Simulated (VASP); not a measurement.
# Fe3N2 (P-3m1) in VASP: single point with PBE

Aim: the single point of Fe3N2 with PBE.

Program: VASP 6.6.1. These are calculated values, not measurements. Logs are shortened: lines on timing, memory, paths and dates and some standing lists are left out, and cuts for length are marked.

## 1. The cell of the first run

Symmetry: P-3m1, No. 164, trigonal system. The conventional cell has a = 2.942 Å, b = 2.942 Å, c = 6.239 Å, α = 90.00°, β = 90.00°, γ = 120.00°. Within 3.0 Å of Fe (site symmetry -3m) lie 6 N at 2.21 Å and 12 Fe at 2.67 to 2.94 Å. Fe (site symmetry 3m) has 3 N at 1.82 Å within 2.4 Å. Within 2.4 Å of N (site symmetry 3m) lie 6 Fe at 1.82 to 2.21 Å.

## 2. Single point, PBE, collinear spin, ferrimagnetic start

INCAR reads:

```
PREC = Accurate
ENCUT = 600
EDIFF = 1E-6
ISMEAR = 0
SIGMA = 0.1
LREAL = False
LASPH = True
NELM = 200
ALGO = Normal
ISIF = 2
LWAVE = False
LCHARG = False
ISPIN = 2
MAGMOM = 2.9 -0.8 -0.8 0 0
LORBIT = 11
LMAXMIX = 4
GGA = PE
NBANDS = 41
GGA_COMPAT = False
```

KPOINTS reads:

```
Automatic mesh
0
Gamma
  6 6 4
```

POSCAR reads:

```
Fe3N2
1.0
    2.9421186381      0.0000000000      0.0000000000
   -1.4710593190      2.5479494815      0.0000000000
    0.0000000000      0.0000000000      6.2386964492
Fe N
3 2
Direct
    0.0000000000      0.0000000000      0.0000000000
    0.3333333333      0.6666666667      0.6695868393
    0.6666666667      0.3333333333      0.3304131607
    0.3333333333      0.6666666667      0.2254592540
    0.6666666667      0.3333333333      0.7745407460
```

Potentials or basis: VASP PAW PBE potentials, release 64 (Fe_sv, N).

On the command line:

```console
$ cat potpaw_PBE.64/Fe_sv/POTCAR potpaw_PBE.64/N/POTCAR > POTCAR
$ mpirun -np 1 vasp_std > vasp.out
```

OUTCAR:

```text
PREC = Accurate
   ENCUT = 600
   EDIFF = 1E-6
   ISMEAR = 0
   LREAL = False
   LASPH = True
   NELM = 200
   ISIF = 2
   ISPIN = 2
   LORBIT = 11
   GGA = PE

 ion  position               nearest neighbor table
   1  0.000  0.000  0.000-
   2  0.333  0.667  0.670-   5 1.82   5 1.82   5 1.82
   3  0.667  0.333  0.330-   4 1.82   4 1.82   4 1.82
   4  0.333  0.667  0.225-   3 1.82   3 1.82   3 1.82
   5  0.667  0.333  0.775-   2 1.82   2 1.82   2 1.82

  LATTYP: Found a hexagonal cell.
 ALAT       =     2.9421186381
 C/A-ratio  =     2.1204775254

  Lattice vectors:

 A1 = (   2.9421186381,   0.0000000000,   0.0000000000)
 A2 = (  -1.4710593190,   2.5479494815,   0.0000000000)
 A3 = (   0.0000000000,   0.0000000000,   6.2386964492)

Analysis of symmetry for initial positions (statically):
=====================================================================
 Subroutine PRICEL returns:
 Original cell was already a primitive cell.

 Routine SETGRP: Setting up the symmetry group for a
 hexagonal supercell.

 Subroutine GETGRP returns: Found 12 space group operations
 (whereof 12 operations were pure point group operations)
 out of a pool of 24 trial point group operations.

The static configuration has the point symmetry D_3d.

Analysis of symmetry for dynamics (positions and initial velocities):
=====================================================================
 Subroutine PRICEL returns:
 Original cell was already a primitive cell.

 Routine SETGRP: Setting up the symmetry group for a
 hexagonal supercell.

 Subroutine GETGRP returns: Found 12 space group operations
 (whereof 12 operations were pure point group operations)
 out of a pool of 24 trial point group operations.

The dynamic configuration has the point symmetry D_3d.

Analysis of structural, dynamic, and magnetic symmetry:
=====================================================================
 Subroutine PRICEL returns:
 Original cell was already a primitive cell.

 Routine SETGRP: Setting up the symmetry group for a
 hexagonal supercell.

 Subroutine GETGRP returns: Found 12 space group operations
 (whereof 12 operations were pure point group operations)
 out of a pool of 24 trial point group operations.

The overall configuration has the point symmetry D_3d.

 Subroutine INISYM returns: Found 12 space group operations
 (whereof 12 operations are pure point group operations),
 and found     1 'primitive' translations

----------------------------------------------------------------------------------------

                                     Primitive cell

  volume of cell :      46.7676

  direct lattice vectors                    reciprocal lattice vectors
     2.942118638  0.000000000  0.000000000     0.339891120  0.196236230  0.000000000
    -1.471059319  2.547949481  0.000000000     0.000000000  0.392472460  0.000000000
     0.000000000  0.000000000  6.238696449     0.000000000  0.000000000  0.160289895

  length of vectors
     2.942118638  2.942118638  6.238696449     0.392472460  0.392472460  0.160289895

  position of ions in fractional coordinates (direct lattice)
     0.000000000  0.000000000  0.000000000
     0.333333333  0.666666667  0.669586839
     0.666666667  0.333333333  0.330413161
     0.333333333  0.666666667  0.225459254
     0.666666667  0.333333333  0.774540746

  ion indices of the primitive-cell ions
   primitive index   ion index
                 1           1
                 2           2
                 3           3
                 4           4
                 5           5

----------------------------------------------------------------------------------------

 KPOINTS: Automatic mesh

Automatic generation of k-mesh.
 Grid dimensions read from file:
 generate k-points for:    6    6    4

 Generating k-lattice:

  Cartesian coordinates                     Fractional coordinates (reciprocal lattice)
     0.056648520  0.032706038  0.000000000     0.166666667  0.000000000  0.000000000
     0.000000000  0.065412077  0.000000000     0.000000000  0.166666667  0.000000000
     0.000000000  0.000000000  0.040072474     0.000000000  0.000000000  0.250000000

  Length of vectors
     0.065412077  0.065412077  0.040072474

  Shift w.r.t. Gamma in fractional coordinates (k-lattice)
     0.000000000  0.000000000  0.000000000

 Subroutine IBZKPT returns following result:
 ===========================================

 Found     24 irreducible k-points:

 Following reciprocal coordinates:
            Coordinates               Weight
  0.000000  0.000000  0.000000      1.000000
  0.166667 -0.000000  0.000000      6.000000
  0.333333 -0.000000  0.000000      6.000000
  0.500000 -0.000000  0.000000      3.000000
  0.166667  0.166667  0.000000      6.000000
  0.333333  0.166667  0.000000     12.000000
[... 16 lines left out ...]
  0.333333  0.166667  0.500000     12.000000
  0.333333  0.333333  0.500000      2.000000
   k-points           NKPTS =     24   k-points in BZ     NKDIM =     24   number of bands    NBANDS=     41
   number of dos      NEDOS =    301   number of ions     NIONS =      5
   total plane-waves  NPLWV =  28800
   dimension x,y,z NGX =    24 NGY =   24 NGZ =   50
   dimension x,y,z NGXF=    48 NGYF=   48 NGZF=  100
   ions per type =               3   2
   NGX,Y,Z   is equivalent  to a cutoff of  13.56, 13.56, 13.32 a.u.
   NGXF,Y,Z  is equivalent  to a cutoff of  27.12, 27.12, 26.65 a.u.
 SYSTEM =  unknown system
   PREC   = accura    normal or accurate (medium, high low for compatibility)
   ISTART =      0    job   : 0-new  1-cont  2-samecut
   ICHARG =      2    charge: 1-file 2-atom 10-const
   ISPIN  =      2    spin polarized calculation?
   LNONCOLLINEAR =      F non collinear calculations
   LSORBIT =      F    spin-orbit coupling
   LASPH  =      T    aspherical Exc in radial PAW
   ENCUT  =  600.0 eV  44.10 Ry    6.64 a.u.   5.88  5.88 12.46*2*pi/ulx,y,z
   NELM   =    200;   NELMIN=  2; NELMDL= -5     # of ELM steps
   EDIFF  = 0.1E-05   stopping-criterion for ELM
   LREAL  =      F    real-space projection
   EDIFFG = 0.1E-04   stopping-criterion for IOM
   NSW    =      0    number of steps for IOM
   IBRION =     -1    ionic relax: 0-MD 1-quasi-New 2-CG
   NFREE  =      0    steps in history (QN), initial steepest desc. (CG)
   ISIF   =      2    stress and relaxation
   ISYM   =      2    0-nonsym 1-usesym 2-fastsym
   POTIM  = 0.5000    time-step for ionic-motion
   TEBEG  =    0.0;   TEEND  =   0.0 temperature during run
   PSTRESS=    0.0 pullay stress
   NELECT =      58.0000    total number of electrons
   NUPDOWN=      -1.0000    fix difference up-down
   EMIN   =  10.00;   EMAX   =-10.00  energy-range for DOS
   EFERMI =   0.00;   METHOD = LEGACY
   ISMEAR =     0;   SIGMA  =   0.10  broadening in eV -4-tet -1-fermi 0-gaus
   EFERMI_NEDOS =   21; number of points for ismear=-14 and -15
   IALGO  =     38    algorithm
   IMIX   =      4    mixing-type and parameters
     AMIX     =   0.40;   BMIX     =  1.00
     AMIX_MAG =   1.60;   BMIX_MAG =  1.00
  volume/ion in A,a.u.               =       9.35        63.12
  Fermi-wavevector in a.u.,A,eV,Ry     =   1.758879  3.323799 42.091720  3.093654
  Thomas-Fermi vector in A             =   2.827951
   LORBIT       =     11    0 simple, 1 ext, 2 COOP (PROOUT), +10 PAW based schemes
   GGA     = PE    functional components
   LHFCALC =     F    Hartree Fock is set to
   AEXX    =    0.0000 exact exchange contribution
   IVDW    =     0    specifies the selected vdW correction
   LEPSILON=     F    determine dielectric tensor
   LRPA    =     F    only Hartree local field effects (RPA)
 spin polarized calculation
 Gauss-broadening in eV      SIGMA  =   0.10
  energy-cutoff  :      600.00
  volume of cell :       46.77
 maximum number of plane-waves:      1576
   NGX = 11   NGY = 11   NGZ = 25

 number of electron      57.9999941 magnetization       3.0740948

 Free energy of the ion-electron system (eV)
  ---------------------------------------------------
  ext. energy  EPLUGINS =         0.00000000
  ---------------------------------------------------
  free energy    TOTEN  =       -41.02079556 eV

  energy without entropy =      -41.00216010  energy(sigma->0) =      -41.01147783

 E-fermi :  11.8658     XC(G=0): -13.3995

 val. band max:       11.8449640660   @ k =   0.0000   0.3333   0.2500
 cond. band min:      11.8667595677   @ k =   0.5000  -0.0000   0.5000
 fundamental gap:      0.0217955017
 Fermi energy:        11.8657835855

 spin component 1

 k-point     1 :       0.0000    0.0000    0.0000
  band No.  band energies     occupation
      1     -77.3684      1.00000
      2     -75.5547      1.00000
      3     -75.5403      1.00000
      4     -43.5555      1.00000
      5     -43.3525      1.00000
      6     -43.3525      1.00000
[... 1045 lines left out ...]
     40      21.5044      0.00000
     41      21.5044      0.00000
 Fermi energy:        11.8657835855

 spin component 2

 k-point     1 :       0.0000    0.0000    0.0000
  band No.  band energies     occupation
      1     -75.4606      1.00000
      2     -75.4459      1.00000
      3     -74.0800      1.00000
      4     -41.6245      1.00000
      5     -41.6245      1.00000
      6     -41.6053      1.00000
[... 1045 lines left out ...]
     40      21.7471      0.00000
     41      21.7471      0.00000

------------------------ aborting loop because EDIFF is reached ----------------------------------------

  FORCE on cell =-STRESS in cart. coord.  units (eV):
  Direction    XX          YY          ZZ          XY          YZ          ZX
  --------------------------------------------------------------------------------------
  -------------------------------------------------------------------------------------
  Total       -0.8558460     -0.8558460     -0.8157724     -0.0000000      0.0000000     -0.0000000
  in kB      -29.3198251    -29.3198251    -27.9469699     -0.0000000      0.0000000     -0.0000000
  external PRESSURE =     -28.8622067 kB  Pullay stress =       0.0000000 kB

 VOLUME and BASIS-vectors are now :
 -----------------------------------------------------------------------------
  energy-cutoff  :      600.00
  volume of cell :       46.77
      direct lattice vectors                 reciprocal lattice vectors
     2.942118638  0.000000000  0.000000000     0.339891120  0.196236230  0.000000000
    -1.471059319  2.547949481  0.000000000     0.000000000  0.392472460  0.000000000
     0.000000000  0.000000000  6.238696449     0.000000000  0.000000000  0.160289895

 POSITION                                       TOTAL-FORCE (eV/Angst)
 -----------------------------------------------------------------------------------
      0.00000      0.00000      0.00000        -0.000000      0.000000      0.000000
     -0.00000      1.69863      4.17735         0.000000     -0.000000      0.005843
      1.47106      0.84932      2.06135        -0.000000      0.000000     -0.005843
     -0.00000      1.69863      1.40657         0.000000      0.000000      0.001368
      1.47106      0.84932      4.83212        -0.000000      0.000000     -0.001368
 -----------------------------------------------------------------------------------
    total drift:                               -0.000000      0.000000      0.000000

  FREE ENERGIE OF THE ION-ELECTRON SYSTEM (eV)
  ---------------------------------------------------
  free  energy   TOTEN  =       -41.0207955648 eV

  energy  without entropy=      -41.0021601042  energy(sigma->0) =      -41.01147783

 total charge

# of ion       s       p       d       tot
------------------------------------------
    1        2.102   6.007   5.612  13.721
    2        2.166   6.048   5.660  13.874
    3        2.166   6.048   5.660  13.874
    4        1.257   2.434   0.000   3.691
    5        1.257   2.434   0.000   3.691
--------------------------------------------------
tot          8.950  22.970  16.933  48.852

 magnetization (x)

# of ion       s       p       d       tot
------------------------------------------
    1        0.007   0.007   2.739   2.753
    2        0.003  -0.001   0.079   0.081
    3        0.003  -0.001   0.079   0.081
    4        0.014   0.028   0.000   0.042
    5        0.014   0.028   0.000   0.042
--------------------------------------------------
tot          0.041   0.061   2.897   3.000
```

Wall time 3.1 min (1 thread of AMD EPYC 7R43 (Zen 3), shared host); peak memory 0.2 GiB.

Results:

```
Free energy                                           : -41.0208 eV
Pressure                                              : -2.9 GPa
Largest force                                         : 0.006 eV/Å
Net moment                                            : 3.07 μB per cell
Site moments                                          : Fe +2.75, +0.08 (each value once); N +0.04 μB
Valence electrons inside the program's atomic spheres : Fe 13.72, 13.87 (each value once); N 3.69
```

Forces on the atoms (eV/Å):
```
Fe   0.000  0.000  0.000
Fe   0.000  0.000  0.006
Fe   0.000  0.000 -0.006
N    0.000  0.000  0.001
N    0.000  0.000 -0.001
```

Caveat: the k points lie up to 0.41 Å⁻¹ apart.
